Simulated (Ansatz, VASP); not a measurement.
## Zn2GeN3 in VASP and in Ansatz

```
Zn Ge N
1.0
     3.00157    0.00000    0.00000
    -1.50079    2.59944    0.00000
     0.00000    0.00000    7.66764
Zn Ge N
2 1 3
Direct
  0.33333 0.66667 0.84019
  0.66667 0.33333 0.15981
  0.00000 0.00000 0.50000
  0.33333 0.66667 0.35652
  0.66667 0.33333 0.64348
  0.00000 0.00000 0.00000
```

Change from the starting cell: species swapped into the Sn2GeTe3 type (P-3m1, No. 164).

Alike in both runs: functional PBE; k mesh 12 × 12 × 6; occupations gaussian, width 0.1 eV; no spin polarisation.

Ansatz relaxed the structure, and its values are those at the end. VASP's run is a single point on that final structure, the one shown.

```csv
,VASP,Ansatz
version,VASP 6.6.1,Ansatz 0.2.0
potentials or method,"VASP PAW PBE potentials, release 64 (Zn, Ge_d, N), cutoff 520 eV","scalar-relativistic, plane waves, PAW"
valence electrons in the cell,53,53
```

|  | VASP | Ansatz | Ansatz less VASP |
| --- | --- | --- | --- |
| gap on the k mesh at the Fermi level (eV) | none | none | - |
| pressure (GPa) | 0.6 | 0.0 | -0.60 |
| rms of the force components (eV/Å) | 0.010 | 0.000 | -0.0092 |

A gap of «none» marks a metal or a gap that the smearing closes. The functional is the same, so the differences come from potentials, cutoffs and numerics.
